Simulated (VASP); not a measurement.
# MgI2 (P-3m1) in VASP: a series of runs

Runs on MgI2. Level: PBE. Tasks: single point.

All numbers are computed with VASP 6.6.1; they aren't measurements. Logs are shortened: lines on timing, memory, paths and dates and some standing lists are left out, and cuts for length are marked.

### 1 The cell of the first run

Symmetry: P-3m1, No. 164, trigonal system. The conventional cell has a = 4.185 Å, b = 4.185 Å, c = 7.770 Å, α = 90.00°, β = 90.00°, γ = 120.00°. Mg (site symmetry -3m) has 6 I at 2.95 Å within 3.9 Å. Within 3.9 Å of I (site symmetry 3m) lie 3 Mg at 2.95 Å.

### 2 Single point, PBE

Input file INCAR:

```
SYSTEM = MgI2
ALGO = Normal
EDIFF = 1E-7
ENCUT = 520
GGA = PE
ISIF = 2
ISMEAR = 0
LASPH = .True.
LCHARG = .False.
LREAL = .False.
LWAVE = .False.
NBANDS = 15
NELM = 80
PREC = Accurate
SIGMA = 0.05
```

Input file KPOINTS:

```
k-points
0
Gamma
  6 6 4
  0 0 0
```

Input file POSCAR:

```
MgI2
1.0
    4.1846439568      0.0000000000      0.0000000000
   -2.0923219784      3.6240079724      0.0000000000
    0.0000000000      0.0000000000      7.7698369697
Mg I
1 2
Direct
    0.0000000000      0.0000000000      0.0000000000
    0.3333333333      0.6666666667      0.7820264016
    0.6666666667      0.3333333333      0.2179735984
```

Potentials or basis: VASP PAW PBE potentials, release 64 (Mg, I).

Run with:

```bash
cat potpaw_PBE.64/Mg/POTCAR potpaw_PBE.64/I/POTCAR > POTCAR
mpirun -np 1 vasp_std > vasp.out
```

OUTCAR:

```text
SYSTEM = MgI2
   EDIFF = 1E-7
   ENCUT = 520
   GGA = PE
   ISIF = 2
   ISMEAR = 0
   LASPH = .True.
   LREAL = .False.
   NELM = 80
   PREC = Accurate

 ion  position               nearest neighbor table
   1  0.000  0.000  0.000-   2 2.95   3 2.95   3 2.95   2 2.95   3 2.95   2 2.95
   2  0.333  0.667  0.782-   1 2.95   1 2.95   1 2.95
   3  0.667  0.333  0.218-   1 2.95   1 2.95   1 2.95

  LATTYP: Found a hexagonal cell.
 ALAT       =     4.1846439568
 C/A-ratio  =     1.8567498334

  Lattice vectors:

 A1 = (   4.1846439568,   0.0000000000,   0.0000000000)
 A2 = (  -2.0923219784,   3.6240079724,   0.0000000000)
 A3 = (   0.0000000000,   0.0000000000,   7.7698369697)

Analysis of symmetry for initial positions (statically):
[... 33 lines left out ...]
                                     Primitive cell

  volume of cell :     117.8310

  direct lattice vectors                    reciprocal lattice vectors
     4.184643957  0.000000000  0.000000000     0.238968957  0.137968791  0.000000000
    -2.092321978  3.624007972  0.000000000     0.000000000  0.275937583  0.000000000
     0.000000000  0.000000000  7.769836970     0.000000000  0.000000000  0.128702829

  length of vectors
     4.184643957  4.184643957  7.769836970     0.275937583  0.275937583  0.128702829

  position of ions in fractional coordinates (direct lattice)
     0.000000000  0.000000000  0.000000000
     0.333333333  0.666666667  0.782026402
     0.666666667  0.333333333  0.217973598

  ion indices of the primitive-cell ions
   primitive index   ion index
                 1           1
                 2           2
                 3           3

----------------------------------------------------------------------------------------

 KPOINTS: k-points

Automatic generation of k-mesh.
 Grid dimensions read from file:
 generate k-points for:    6    6    4

 Generating k-lattice:

  Cartesian coordinates                     Fractional coordinates (reciprocal lattice)
     0.039828159  0.022994799  0.000000000     0.166666667  0.000000000  0.000000000
     0.000000000  0.045989597  0.000000000     0.000000000  0.166666667  0.000000000
     0.000000000  0.000000000  0.032175707     0.000000000  0.000000000  0.250000000

  Length of vectors
     0.045989597  0.045989597  0.032175707

  Shift w.r.t. Gamma in fractional coordinates (k-lattice)
[... 9 lines left out ...]
  0.000000  0.000000  0.000000      1.000000
  0.166667  0.000000  0.000000      6.000000
  0.333333 -0.000000  0.000000      6.000000
  0.500000  0.000000  0.000000      3.000000
  0.166667  0.166667  0.000000      6.000000
  0.333333  0.166667  0.000000     12.000000
[... 22 lines left out ...]
   dimension x,y,z NGXF=    64 NGYF=   64 NGZF=  120
   ions per type =               1   2
   NGX,Y,Z   is equivalent  to a cutoff of  12.71, 12.71, 12.84 a.u.
   NGXF,Y,Z  is equivalent  to a cutoff of  25.43, 25.43, 25.68 a.u.
 SYSTEM =  MgI2
   PREC   = accura    normal or accurate (medium, high low for compatibility)
   ISTART =      0    job   : 0-new  1-cont  2-samecut
   ICHARG =      2    charge: 1-file 2-atom 10-const
   ISPIN  =      1    spin polarized calculation?
   LNONCOLLINEAR =      F non collinear calculations
   LSORBIT =      F    spin-orbit coupling
   LASPH  =      T    aspherical Exc in radial PAW
   ENCUT  =  520.0 eV  38.22 Ry    6.18 a.u.   7.78  7.78 14.45*2*pi/ulx,y,z
   NELM   =     80;   NELMIN=  2; NELMDL= -5     # of ELM steps
   EDIFF  = 0.1E-06   stopping-criterion for ELM
   LREAL  =      F    real-space projection
   EDIFFG = 0.1E-05   stopping-criterion for IOM
   NSW    =      0    number of steps for IOM
   IBRION =     -1    ionic relax: 0-MD 1-quasi-New 2-CG
[... 14 lines left out ...]
     AMIX     =   0.40;   BMIX     =  1.00
     AMIX_MAG =   1.60;   BMIX_MAG =  1.00
  volume/ion in A,a.u.               =      39.28       265.05
  Fermi-wavevector in a.u.,A,eV,Ry     =   0.841450  1.590110  9.633443  0.708038
  Thomas-Fermi vector in A             =   1.955996
   LORBIT       =      0    0 simple, 1 ext, 2 COOP (PROOUT), +10 PAW based schemes
   GGA     = PE    functional components
[... 6 lines left out ...]
 Gauss-broadening in eV      SIGMA  =   0.05
  energy-cutoff  :      520.00
  volume of cell :      117.83
 maximum number of plane-waves:      3203
 NGX is ok and might be reduce to    32
   NGX = 15   NGY = 15   NGZ = 29

 number of electron      15.9999999 magnetization

 Free energy of the ion-electron system (eV)
  ---------------------------------------------------
  ext. energy  EPLUGINS =         0.00000000
  ---------------------------------------------------
  free energy    TOTEN  =        -7.73678423 eV

  energy without entropy =       -7.73678423  energy(sigma->0) =       -7.73678423

 E-fermi :   1.3188     XC(G=0):  -7.5180

 val. band max:        1.0870983759   @ k =   0.0000   0.0000   0.0000
 cond. band min:       4.6500753790   @ k =   0.5000   0.0000   0.5000
 fundamental gap:      3.5629770032
 Fermi energy:         1.3188306912

 k-point     1 :       0.0000    0.0000    0.0000
  band No.  band energies     occupation
      1     -10.7113      2.00000
      2     -10.1906      2.00000
      3      -2.0007      2.00000
      4       0.7399      2.00000
      5       0.8115      2.00000
      6       0.8115      2.00000
      7       1.0871      2.00000
      8       1.0871      2.00000
      9       4.7676      0.00000
     10       5.9964      0.00000
     11       7.8101      0.00000
     12       7.8101      0.00000
     13       8.0187      0.00000
     14       9.2496      0.00000
     15       9.2496      0.00000

 k-point     2 :       0.1667    0.0000    0.0000
  band No.  band energies     occupation
      1     -10.5829      2.00000
      2     -10.1154      2.00000
      3      -1.8614      2.00000
      4      -0.1573      2.00000
      5       0.3038      2.00000
      6       0.5269      2.00000
      7       0.7616      2.00000
      8       1.0127      2.00000
      9       5.5449      0.00000
     10       6.5207      0.00000
     11       7.2883      0.00000
     12       8.2005      0.00000
     13       8.2429      0.00000
     14       9.1442      0.00000
     15       9.5253      0.00000

 k-point     3 :       0.3333   -0.0000    0.0000
  band No.  band energies     occupation
      1     -10.2830      2.00000
      2      -9.9740      2.00000
      3      -1.8979      2.00000
      4      -1.2988      2.00000
      5      -0.5053      2.00000
      6       0.1155      2.00000
      7       0.6125      2.00000
      8       0.7865      2.00000
      9       5.1518      0.00000
     10       6.5303      0.00000
     11       7.1758      0.00000
     12       8.3373      0.00000
     13       8.3886      0.00000
     14       9.0845      0.00000
     15      10.0738      0.00000

 k-point     4 :       0.5000    0.0000    0.0000
  band No.  band energies     occupation
      1     -10.0820      2.00000
      2      -9.9336      2.00000
      3      -2.2957      2.00000
      4      -1.6425      2.00000
      5      -0.3753      2.00000
      6      -0.0545      2.00000
      7       0.3778      2.00000
      8       0.6699      2.00000
      9       4.7207      0.00000
     10       6.4800      0.00000
     11       6.7800      0.00000
     12       8.2986      0.00000
     13       8.4185      0.00000
     14       9.7808      0.00000
     15       9.9517      0.00000
[... 307 lines left out ...]
 k-point    22 :       0.1667    0.1667    0.5000
  band No.  band energies     occupation
      1     -10.3438      2.00000
      2     -10.0330      2.00000
      3      -1.7112      2.00000
      4      -0.9463      2.00000
      5      -0.4105      2.00000
      6       0.2993      2.00000
      7       0.3599      2.00000
      8       0.6047      2.00000
      9       5.7475      0.00000
     10       6.9098      0.00000
     11       7.7935      0.00000
     12       7.8971      0.00000
     13       8.3726      0.00000
     14       8.6836      0.00000
     15       9.6995      0.00000

 k-point    23 :       0.3333    0.1667    0.5000
  band No.  band energies     occupation
      1     -10.0829      2.00000
      2      -9.9356      2.00000
      3      -2.0868      2.00000
      4      -1.5215      2.00000
      5      -0.6489      2.00000
      6      -0.2552      2.00000
      7       0.3107      2.00000
      8       0.5444      2.00000
      9       5.3199      0.00000
     10       6.7940      0.00000
     11       7.4136      0.00000
     12       7.9726      0.00000
     13       8.1285      0.00000
     14       9.5605      0.00000
     15      10.1955      0.00000

 k-point    24 :       0.3333    0.3333    0.5000
  band No.  band energies     occupation
      1      -9.9469      2.00000
      2      -9.9469      2.00000
      3      -1.9236      2.00000
      4      -1.3126      2.00000
      5      -1.3126      2.00000
      6      -0.8245      2.00000
      7       0.4351      2.00000
      8       0.4351      2.00000
      9       5.6163      0.00000
     10       7.0644      0.00000
     11       7.0644      0.00000
     12       8.5931      0.00000
     13       9.4836      0.00000
     14       9.4983      0.00000
     15       9.8272      0.00000

------------------------ aborting loop because EDIFF is reached ----------------------------------------

  FORCE on cell =-STRESS in cart. coord.  units (eV):
  Direction    XX          YY          ZZ          XY          YZ          ZX
  --------------------------------------------------------------------------------------
  -------------------------------------------------------------------------------------
  Total        0.0725666      0.0725666     -0.2213433     -0.0000000     -0.0000000      0.0000000
  in kB        0.9867059      0.9867059     -3.0096602     -0.0000000     -0.0000000      0.0000000
  external PRESSURE =      -0.3454161 kB  Pullay stress =       0.0000000 kB

 VOLUME and BASIS-vectors are now :
 -----------------------------------------------------------------------------
  energy-cutoff  :      520.00
  volume of cell :      117.83
      direct lattice vectors                 reciprocal lattice vectors
     4.184643957  0.000000000  0.000000000     0.238968957  0.137968791  0.000000000
    -2.092321978  3.624007972  0.000000000     0.000000000  0.275937583  0.000000000
     0.000000000  0.000000000  7.769836970     0.000000000  0.000000000  0.128702829

 POSITION                                       TOTAL-FORCE (eV/Angst)
 -----------------------------------------------------------------------------------
      0.00000      0.00000      0.00000         0.000000      0.000000      0.000000
     -0.00000      2.41601      6.07622        -0.000000      0.000000      0.073892
      2.09232      1.20800      1.69362         0.000000      0.000000     -0.073892
 -----------------------------------------------------------------------------------
    total drift:                                0.000000     -0.000000      0.000000

  FREE ENERGIE OF THE ION-ELECTRON SYSTEM (eV)
  ---------------------------------------------------
  free  energy   TOTEN  =        -7.7367842284 eV

  energy  without entropy=       -7.7367842284  energy(sigma->0) =       -7.73678423
```

Run time: 24 s. Hardware: 1 thread of AMD EPYC 9R45 (Zen 5), shared host; peak memory 0.22 GiB.

Results:

| Quantity | Value |
| --- | --- |
| Free energy | -7.7368 eV |
| Pressure | 0.0 GPa |
| Largest force | 0.074 eV/Å |
| Band gap on the k mesh | 3.56 eV, indirect (least direct gap 3.68 eV) |

Forces on the atoms (eV/Å):
```
Mg   0.000  0.000  0.000
I    0.000  0.000  0.074
I    0.000  0.000 -0.074
```

Stress tensor (GPa, compression positive):
```
 0.10  0.00  0.00
 0.00  0.10  0.00
 0.00  0.00 -0.30
```

Caveat: spin-orbit coupling is left out, which moves the levels of the heavy elements; this functional lacks dispersion, which binds the layers, so the pressure and a relaxed spacing across them are unreliable. A k mesh can miss the band edges.

### 3 Single point, PBE

Input file INCAR:

```
PREC = Accurate
ENCUT = 520
EDIFF = 1E-6
ISMEAR = 0
SIGMA = 0.05
LREAL = F
LASPH = T
NELM = 80
ALGO = Normal
ISIF = 2
LWAVE = F
LCHARG = T
GGA = PE
LELF = T
LVHAR = T
NBANDS = 15
```

Input file KPOINTS:

```
regular mesh
0
Gamma
  6 6 4
```

Input file POSCAR:

```
MgI2
1.0
    4.1846439568      0.0000000000      0.0000000000
   -2.0923219784      3.6240079724      0.0000000000
    0.0000000000      0.0000000000      7.7698369697
Mg I
1 2
Direct
    0.0000000000      0.0000000000      0.0000000000
    0.3333333333      0.6666666667      0.7666648737
    0.6666666667      0.3333333333      0.2333351263
```

Potentials or basis: VASP PAW PBE potentials, release 64 (Mg, I).

Run with:

```bash
cat potpaw_PBE.64/Mg/POTCAR potpaw_PBE.64/I/POTCAR > POTCAR
mpirun -np 1 vasp_std > vasp.out
```

It took 21 s on 1 thread of AMD EPYC 9R45 (Zen 5), shared host; peak memory 0.22 GiB.

The run converged. Its results:

* Free energy: -7.6559 eV
* Pressure: -1.4 GPa
* Largest force: 0.587 eV/Å
* Band gap on the k mesh: 3.26 eV, indirect (least direct gap 3.30 eV)

Forces in eV/Å, atoms in the order of the input:
```
Mg   0.000  0.000  0.000
I    0.000  0.000  0.587
I    0.000  0.000 -0.587
```

Stress tensor (GPa, compression positive):
```
-0.77  0.00  0.00
 0.00 -0.77  0.00
 0.00  0.00 -2.76
```

Levels at points of the mesh, in eV from the valence-band top:
```
           k point  band 5  band 6  band 7  band 8  band 9  band 10  band 11  band 12
(0.00, 0.00, 0.00)   -0.21   -0.21    0.00    0.00    3.30     4.92     6.76     6.76
(0.50, 0.00, 0.00)   -1.63   -1.04   -0.89   -0.45    3.41     5.15     5.44     6.77
(0.00, 0.00, 0.50)   -0.18   -0.18   -0.03   -0.03    4.15     4.85     6.69     6.69
(0.50, 0.00, 0.50)   -1.31   -0.97   -0.87   -0.54    3.26     5.01     5.52     5.92
```

Caveat: spin-orbit coupling is left out, which moves the levels of the heavy elements; this functional lacks dispersion, which binds the layers, so the pressure and a relaxed spacing across them are unreliable.

### 4 Single point, PBE

Input file INCAR:

```
PREC     = Accurate       # precision mode
ENCUT    = 520            # plane-wave cutoff, eV
EDIFF    = 1E-6           # SCF threshold, eV
ISMEAR   = 0              # smearing method
SIGMA    = 0.05           # smearing width, eV
LREAL    = F              # projectors in reciprocal space
LASPH    = T              # aspherical terms in the spheres
NELM     = 80             # most SCF steps
ALGO     = Normal         # electronic algorithm
ISIF     = 2              # what is computed and relaxed
LWAVE    = F              # write WAVECAR
LCHARG   = F              # write CHGCAR
GGA      = PE             # functional
NBANDS   = 15             # bands
```

KPOINTS is that of step 3.

Input file POSCAR:

```
MgI2
1.0
    4.1846439568      0.0000000000      0.0000000000
   -2.0923219784      3.6240079724      0.0000000000
    0.0000000000      0.0000000000      7.7698369697
Mg I
1 2
Direct
    0.0000000000      0.0000000000      0.0000000000
    0.3333333333      0.6666666667      0.7973879295
    0.6666666667      0.3333333333      0.2026120705
```

Run with:

```bash
cat potpaw_PBE.64/Mg/POTCAR potpaw_PBE.64/I/POTCAR > POTCAR
mpirun -np 1 vasp_std > vasp.out
```

Wall time 20 s (1 thread of AMD EPYC 9R45 (Zen 5), shared host); peak memory 0.22 GiB.

The run converged. Its results:

| Item | Value |
| --- | --- |
| Free energy | -7.6825 eV |
| Pressure | 1.7 GPa |
| Largest force | 0.549 eV/Å |
| Band gap on the k mesh | 3.78 eV, indirect (least direct gap 3.99 eV) |

Forces on the atoms (eV/Å):
```
Mg   0.000  0.000  0.000
I    0.000  0.000 -0.549
I    0.000  0.000  0.549
```

Stress tensor (GPa, compression positive):
```
1.40 0.00 0.00
0.00 1.40 0.00
0.00 0.00 2.34
```

Levels at points of the mesh, in eV from the valence-band top:
```csv
k point,band 5,band 6,band 7,band 8,band 9,band 10,band 11,band 12
"(0.00, 0.00, 0.00)",-0.37,-0.12,0.00,0.00,3.99,4.91,6.67,6.67
"(0.50, 0.00, 0.00)",-1.29,-1.27,-0.52,-0.36,3.79,5.61,6.01,7.56
"(0.00, 0.00, 0.50)",-0.36,-0.36,-0.01,-0.01,4.56,4.93,6.63,6.63
"(0.50, 0.00, 0.50)",-1.27,-1.09,-0.51,-0.39,3.79,5.64,5.91,6.58
```

Caveat: spin-orbit coupling is left out, which moves the levels of the heavy elements; this functional lacks dispersion, which binds the layers, so the pressure and a relaxed spacing across them are unreliable.
